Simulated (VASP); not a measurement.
# SiC (Cmcm) in VASP: further runs

SiC is run at these levels: PBEsol, r2SCAN+rVV10; tasks: single point.

Program: VASP 6.6.1. These are calculated values, not measurements. Logs are shortened: lines on timing, memory, paths and dates and some standing lists are left out, and cuts for length are marked.

### Step 1. The cell of the first run

Symmetry: Cmcm, No. 63, orthorhombic system. Conventional cell: a = 2.776 Å, b = 9.869 Å, c = 2.808 Å, α = 90.00°, β = 90.00°, γ = 90.00°. Si (site symmetry m2m) has 5 C at 1.98 to 2.04 Å within 2.6 Å. Within 2.6 Å of C (site symmetry m2m) lie 5 Si at 1.98 to 2.04 Å.

### Step 2. Single point, PBEsol

The input, INCAR:

```
SYSTEM = SiC
ALGO     = Normal         ! electronic algorithm
EDIFF    = 1E-6           ! SCF threshold, eV
ENCUT    = 520            ! plane-wave cutoff, eV
GGA      = PS             ! functional
ISIF     = 2              ! what is computed and relaxed
ISMEAR   = -1             ! smearing method
LASPH    = .TRUE.         ! aspherical terms in the spheres
LCHARG   = .FALSE.        ! write CHGCAR
LREAL    = .FALSE.        ! projectors in reciprocal space
LWAVE    = .FALSE.        ! write WAVECAR
NBANDS   = 16             ! bands
NELM     = 80             ! most SCF steps
PREC     = Accurate       ! precision mode
SIGMA    = 0.03           ! smearing width, eV
```

The input, KPOINTS:

```
k-points
0
G
  8 8 6
  0 0 0
```

The input, POSCAR:

```
SiC
1.0
    1.3881797814     -4.9346518060      0.0000000000
    1.3881797814      4.9346518060      0.0000000000
    0.0000000000      0.0000000000      2.8084134905
Si C
2 2
Direct
    0.3505911382      0.6494088618      0.7500000000
    0.6494088618      0.3505911382      0.2500000000
    0.8563120841      0.1436879159      0.2500000000
    0.1436879159      0.8563120841      0.7500000000
```

Potentials or basis: VASP PAW PBE potentials, release 64 (Si, C).

On the command line:

```bash
$ cat potpaw_PBE.64/Si/POTCAR potpaw_PBE.64/C/POTCAR > POTCAR
$ mpirun -np 1 vasp_std > vasp.out
```

OUTCAR:

```text
SYSTEM = SiC
   EDIFF = 1E-6
   ENCUT = 520
   GGA = PS
   ISIF = 2
   ISMEAR = -1
   LASPH = .TRUE.
   LREAL = .FALSE.
   NELM = 80
   PREC = Accurate

 ion  position               nearest neighbor table
   1  0.351  0.649  0.750-   3 1.98   3 1.98   3 1.98   3 1.98   4 2.04   2 2.80   2 2.80   2 2.80
                             2 2.80
   2  0.649  0.351  0.250-   4 1.98   4 1.98   4 1.98   4 1.98   3 2.04   1 2.80   1 2.80   1 2.80
                             1 2.80
   3  0.856  0.144  0.250-   1 1.98   1 1.98   1 1.98   1 1.98   2 2.04
   4  0.144  0.856  0.750-   2 1.98   2 1.98   2 1.98   2 1.98   1 2.04

  LATTYP: Found a base centered orthorhombic cell.
 ALAT       =     2.7763595628
 B/A-ratio  =     3.5547642115
 C/A-ratio  =     1.0115453085

  Lattice vectors:

 A1 = (   1.3881797814,  -4.9346518060,   0.0000000000)
 A2 = (   1.3881797814,   4.9346518060,   0.0000000000)
 A3 = (   0.0000000000,   0.0000000000,   2.8084134905)

Analysis of symmetry for initial positions (statically):
=====================================================================
 Subroutine PRICEL returns:
 Original cell was already a primitive cell.

 Routine SETGRP: Setting up the symmetry group for a
 base centered orthorhombic supercell.

 Subroutine GETGRP returns: Found  8 space group operations
 (whereof  4 operations were pure point group operations)
 out of a pool of  8 trial point group operations.

The static configuration has the point symmetry C_2h.
 The point group associated with its full space group is D_2h.

Analysis of symmetry for dynamics (positions and initial velocities):
=====================================================================
 Subroutine PRICEL returns:
 Original cell was already a primitive cell.

 Routine SETGRP: Setting up the symmetry group for a
 base centered orthorhombic supercell.

 Subroutine GETGRP returns: Found  8 space group operations
 (whereof  4 operations were pure point group operations)
 out of a pool of  8 trial point group operations.

The dynamic configuration has the point symmetry C_2h.
 The point group associated with its full space group is D_2h.

 Subroutine INISYM returns: Found  8 space group operations
 (whereof  4 operations are pure point group operations),
 and found     1 'primitive' translations

----------------------------------------------------------------------------------------

                                     Primitive cell

  volume of cell :      38.4763

  direct lattice vectors                    reciprocal lattice vectors
     1.388179781 -4.934651806  0.000000000     0.360183895 -0.101324272  0.000000000
     1.388179781  4.934651806  0.000000000     0.360183895  0.101324272  0.000000000
     0.000000000  0.000000000  2.808413490     0.000000000  0.000000000  0.356072923

  length of vectors
     5.126190745  5.126190745  2.808413490     0.374164464  0.374164464  0.356072923

  position of ions in fractional coordinates (direct lattice)
     0.350591138  0.649408862  0.750000000
     0.649408862  0.350591138  0.250000000
     0.856312084  0.143687916  0.250000000
     0.143687916  0.856312084  0.750000000

  ion indices of the primitive-cell ions
   primitive index   ion index
                 1           1
                 2           2
                 3           3
                 4           4

----------------------------------------------------------------------------------------

 KPOINTS: k-points

Automatic generation of k-mesh.
 Grid dimensions read from file:
 generate k-points for:    8    8    6

 Generating k-lattice:

  Cartesian coordinates                     Fractional coordinates (reciprocal lattice)
     0.045022987 -0.012665534  0.000000000     0.125000000  0.000000000  0.000000000
     0.045022987  0.012665534  0.000000000     0.000000000  0.125000000  0.000000000
     0.000000000  0.000000000  0.059345487     0.000000000  0.000000000  0.166666667

  Length of vectors
     0.046770558  0.046770558  0.059345487

  Shift w.r.t. Gamma in fractional coordinates (k-lattice)
     0.000000000  0.000000000  0.000000000

 Subroutine IBZKPT returns following result:
 ===========================================

 Found     84 irreducible k-points:

 Following reciprocal coordinates:
            Coordinates               Weight
  0.000000  0.000000  0.000000      1.000000
  0.125000  0.000000  0.000000      4.000000
  0.250000  0.000000  0.000000      4.000000
  0.375000  0.000000  0.000000      4.000000
  0.500000  0.000000  0.000000      2.000000
  0.125000  0.125000  0.000000      2.000000
[... 16 lines left out ...]
  0.125000  0.000000  0.166667      8.000000
  0.250000  0.000000  0.166667      8.000000
 [... further k-points ...]
   k-points           NKPTS =     84   k-points in BZ     NKDIM =     84   number of bands    NBANDS=     16
   number of dos      NEDOS =    301   number of ions     NIONS =      4
   total plane-waves  NPLWV =  38400
   dimension x,y,z NGX =    40 NGY =   40 NGZ =   24
   dimension x,y,z NGXF=    80 NGYF=   80 NGZF=   48
   ions per type =               2   2
   NGX,Y,Z   is equivalent  to a cutoff of  12.97, 12.97, 14.21 a.u.
   NGXF,Y,Z  is equivalent  to a cutoff of  25.94, 25.94, 28.41 a.u.
 SYSTEM =  SiC
   PREC   = accura    normal or accurate (medium, high low for compatibility)
   ISTART =      0    job   : 0-new  1-cont  2-samecut
   ICHARG =      2    charge: 1-file 2-atom 10-const
   ISPIN  =      1    spin polarized calculation?
   LNONCOLLINEAR =      F non collinear calculations
   LSORBIT =      F    spin-orbit coupling
   LASPH  =      T    aspherical Exc in radial PAW
   ENCUT  =  520.0 eV  38.22 Ry    6.18 a.u.   9.53  9.53  5.22*2*pi/ulx,y,z
   NELM   =     80;   NELMIN=  2; NELMDL= -5     # of ELM steps
   EDIFF  = 0.1E-05   stopping-criterion for ELM
   LREAL  =      F    real-space projection
   EDIFFG = 0.1E-04   stopping-criterion for IOM
   NSW    =      0    number of steps for IOM
   IBRION =     -1    ionic relax: 0-MD 1-quasi-New 2-CG
   NFREE  =      0    steps in history (QN), initial steepest desc. (CG)
   ISIF   =      2    stress and relaxation
   ISYM   =      2    0-nonsym 1-usesym 2-fastsym
   POTIM  = 0.5000    time-step for ionic-motion
   TEBEG  =    0.0;   TEEND  =   0.0 temperature during run
   PSTRESS=    0.0 pullay stress
   NELECT =      16.0000    total number of electrons
   NUPDOWN=      -1.0000    fix difference up-down
   EMIN   =  10.00;   EMAX   =-10.00  energy-range for DOS
   EFERMI =   0.00;   METHOD = LEGACY
   ISMEAR =    -1;   SIGMA  =   0.03  broadening in eV -4-tet -1-fermi 0-gaus
   EFERMI_NEDOS =   21; number of points for ismear=-14 and -15
   IALGO  =     38    algorithm
   IMIX   =      4    mixing-type and parameters
     AMIX     =   0.40;   BMIX     =  1.00
     AMIX_MAG =   1.60;   BMIX_MAG =  1.00
  volume/ion in A,a.u.               =       9.62        64.91
  Fermi-wavevector in a.u.,A,eV,Ry     =   1.221941  2.309135 20.315416  1.493141
  Thomas-Fermi vector in A             =   2.357106
   LORBIT       =      0    0 simple, 1 ext, 2 COOP (PROOUT), +10 PAW based schemes
   GGA     = PS    functional components
   LHFCALC =     F    Hartree Fock is set to
   AEXX    =    0.0000 exact exchange contribution
   IVDW    =     0    specifies the selected vdW correction
   LEPSILON=     F    determine dielectric tensor
   LRPA    =     F    only Hartree local field effects (RPA)
 non-spin polarized calculation
  energy-cutoff  :      520.00
  volume of cell :       38.48
 maximum number of plane-waves:      1056
 NGX is ok and might be reduce to    40
   NGX = 19   NGY = 19   NGZ = 11

 number of electron      16.0000000 magnetization

 Free energy of the ion-electron system (eV)
  ---------------------------------------------------
  ext. energy  EPLUGINS =         0.00000000
  ---------------------------------------------------
  free energy    TOTEN  =       -27.77866625 eV

  energy without entropy =      -27.77493997  energy(sigma->0) =      -27.77680311

 E-fermi :   9.6745     XC(G=0): -11.9541

 val. band max:        9.6568790498   @ k =   0.0000   0.0000   0.3333
 cond. band min:       9.6790185751   @ k =   0.3750   0.0000   0.0000
 fundamental gap:      0.0221395254
 Fermi energy:         9.6745067095

 k-point     1 :       0.0000    0.0000    0.0000
  band No.  band energies     occupation
      1      -7.6830      2.00000
      2      -3.2932      2.00000
      3       1.4718      2.00000
      4       6.6692      2.00000
      5       7.2073      2.00000
      6       8.9629      2.00000
[... 8 lines left out ...]
     15      20.2884      0.00000
     16      22.1204      0.00000

 k-point     2 :       0.1250    0.0000    0.0000
  band No.  band energies     occupation
      1      -7.4042      2.00000
      2      -3.1146      2.00000
      3       1.8329      2.00000
      4       5.1933      2.00000
      5       6.8829      2.00000
      6       7.4071      2.00000
[... 8 lines left out ...]
     15      20.5959      0.00000
     16      20.8900      0.00000

 k-point     3 :       0.2500    0.0000    0.0000
  band No.  band energies     occupation
      1      -6.5752      2.00000
      2      -2.5925      2.00000
      3       2.1865      2.00000
      4       3.0040      2.00000
      5       4.8092      2.00000
      6       7.4958      2.00000
[... 8 lines left out ...]
     15      19.9025      0.00000
     16      19.9376      0.00000

 k-point     4 :       0.3750    0.0000    0.0000
  band No.  band energies     occupation
      1      -5.2239      2.00000
      2      -2.0809      2.00000
      3       0.0004      2.00000
      4       2.4113      2.00000
      5       4.6173      2.00000
      6       8.3929      2.00000
[... 8 lines left out ...]
     15      19.0412      0.00000
     16      20.5125      0.00000
[... 324 lines left out ...]
 k-point    22 :       0.0000    0.0000    0.1667
  band No.  band energies     occupation
      1      -7.2186      2.00000
      2      -2.8989      2.00000
      3       1.9384      2.00000
      4       3.7556      2.00000
      5       7.0415      2.00000
      6       7.5463      2.00000
[... 8 lines left out ...]
     15      20.9225      0.00000
     16      21.4936      0.00000

 k-point    23 :       0.1250    0.0000    0.1667
  band No.  band energies     occupation
      1      -6.9415      2.00000
      2      -2.7216      2.00000
      3       2.2880      2.00000
      4       4.0007      2.00000
      5       5.6006      2.00000
      6       7.1713      2.00000
[... 8 lines left out ...]
     15      19.7773      0.00000
     16      20.2897      0.00000

 k-point    24 :       0.2500    0.0000    0.1667
  band No.  band energies     occupation
      1      -6.1177      2.00000
      2      -2.2056      2.00000
      3       2.6069      2.00000
      4       3.4264      2.00000
      5       4.7490      2.00000
      6       5.1563      2.00000
[... 8 lines left out ...]
     15      19.6796      0.00000
     16      20.7467      0.00000

 [... further k-points ...]
[... 5 lines left out ...]
  --------------------------------------------------------------------------------------
  -------------------------------------------------------------------------------------
  Total        0.1361674      0.0754586      0.1368742      0.0000000      0.0000000      0.0000000
  in kB        5.6700984      3.1421423      5.6995298      0.0000000      0.0000000      0.0000000
  external PRESSURE =       4.8372568 kB  Pullay stress =       0.0000000 kB

 VOLUME and BASIS-vectors are now :
 -----------------------------------------------------------------------------
  energy-cutoff  :      520.00
  volume of cell :       38.48
      direct lattice vectors                 reciprocal lattice vectors
     1.388179781 -4.934651806  0.000000000     0.360183895 -0.101324272  0.000000000
     1.388179781  4.934651806  0.000000000     0.360183895  0.101324272  0.000000000
     0.000000000  0.000000000  2.808413490     0.000000000  0.000000000  0.356072923

 POSITION                                       TOTAL-FORCE (eV/Angst)
 -----------------------------------------------------------------------------------
      1.38818      1.47456      2.10631         0.000000     -0.017151      0.000000
      1.38818     -1.47456      0.70210         0.000000      0.017151     -0.000000
      1.38818     -3.51655      0.70210         0.000000     -0.021834     -0.000000
      1.38818      3.51655      2.10631         0.000000      0.021834      0.000000
 -----------------------------------------------------------------------------------
    total drift:                               -0.000000      0.000000     -0.000000

  FREE ENERGIE OF THE ION-ELECTRON SYSTEM (eV)
  ---------------------------------------------------
  free  energy   TOTEN  =       -27.7786662485 eV

  energy  without entropy=      -27.7749399665  energy(sigma->0) =      -27.77680311
```

Run time: 22 s. Hardware: 1 thread of Intel Xeon 6975P-C (Granite Rapids), shared host; peak memory 0.2 GiB.

Results:

| Item | Value |
| --- | --- |
| Free energy | -27.7787 eV |
| Pressure | 0.5 GPa |
| Largest force | 0.022 eV/Å |
| Band gap on the k mesh | zero (band 8 reaches 10.41 eV, above the bottom of band 9 at 8.64 eV) |

Forces in eV/Å, atoms in the order of the input:
```
Si   0.000 -0.017  0.000
Si   0.000  0.017  0.000
C    0.000 -0.022  0.000
C    0.000  0.022  0.000
```

Caveat: the k points lie up to 0.37 Å⁻¹ apart; the PAW data sets were made with another functional, which shifts forces and pressure a little.

### Step 3. Single point, r2SCAN+rVV10

This run uses another cell than the first one, of 10.07 Å³/atom, 1.047 times its volume.

The input, POSCAR:

```
SiC
1.0
    1.3824540775     -5.2405800773      0.0000000000
    1.3824540775      5.2405800773      0.0000000000
    0.0000000000      0.0000000000      2.7796889417
Si C
2 2
Direct
    0.3433006381      0.6566993619      0.7500000000
    0.6566993619      0.3433006381      0.2500000000
    0.8517466180      0.1482533820      0.2500000000
    0.1482533820      0.8517466180      0.7500000000
```

The input, INCAR.step1:

```
ALGO = Normal ; EDIFF = 1E-4
ENCUT = 520 ; GGA = PE
ISMEAR = -1 ; LASPH = True
LCHARG = False ; LREAL = False
LWAVE = True ; NBANDS = 16
NELM = 60 ; PREC = Accurate
SIGMA = 0.03
```

The input, INCAR.step2:

```
ALGO = Normal ; BPARAM = 11.95
CPARAM = 0.0093 ; EDIFF = 1E-6
ENCUT = 520 ; ISIF = 2
ISMEAR = -1 ; ISTART = 1
IVDW_NL = 2 ; LASPH = True
LCHARG = False ; LMIXTAU = True
LREAL = False ; LUSE_VDW = True
LWAVE = False ; METAGGA = R2SCAN
NBANDS = 16 ; NELM = 60
PREC = Accurate ; SIGMA = 0.03
```

The input, KPOINTS:

```
k-points
0
Gamma
  8 8 8
```

Potentials or basis: VASP PAW PBE potentials, release 64 (Si, C).

On the command line:

```bash
$ cat potpaw_PBE.64/Si/POTCAR potpaw_PBE.64/C/POTCAR > POTCAR
$ cp INCAR.step1 INCAR
$ mpirun -np 1 vasp_std > vasp.out
$ cp INCAR.step2 INCAR
$ mpirun -np 1 vasp_std > vasp.out
```

Run time: 2.4 min. Hardware: 1 thread of Intel Xeon 6975P-C (Granite Rapids), shared host; peak memory 0.37 GiB.

The run converged. Its results:

```
Free energy            : -33.7783 eV
Pressure               : 0.3 GPa
Largest force          : 0.024 eV/Å
Band gap on the k mesh : zero (band 8 reaches 9.57 eV, above the bottom of band 9 at 8.16 eV)
```

Forces in eV/Å, atoms in the order of the input:
```
Si   0.000 -0.010  0.000
Si   0.000  0.010  0.000
C    0.000 -0.024  0.000
C    0.000  0.024  0.000
```

Stress tensor (GPa, compression positive):
```
0.35 0.00 0.00
0.00 0.19 0.00
0.00 0.00 0.34
```

Levels at points of the mesh, in eV from the Fermi level:
```tsv
k point	band 4	band 5	band 6	band 7	band 8	band 9	band 10	band 11	band 12	band 13
(0.00, 0.00, 0.00)	-3.05	-2.78	-1.05	-0.76	-0.66	4.21	4.47	5.07	7.88	8.20
(0.50, 0.00, 0.00)	-9.59	-3.37	-2.82	-0.45	-0.35	2.45	5.71	7.51	7.80	7.84
(0.50, 0.50, 0.00)	-3.43	-2.93	-2.89	-0.89	-0.53	3.27	4.60	5.91	6.40	8.02
(0.00, 0.00, 0.50)	-9.42	-3.92	-3.92	-0.31	-0.31	4.80	4.80	7.75	7.75	8.42
(0.50, 0.00, 0.50)	-9.02	-6.26	-6.26	-3.50	-3.50	0.23	0.23	5.09	5.09	8.79
(0.50, 0.50, 0.50)	-10.03	-2.31	-2.31	-0.32	-0.32	2.72	2.72	7.93	7.93	7.94
```

Caveat: the PAW data sets were made with another functional, which shifts forces and pressure a little.
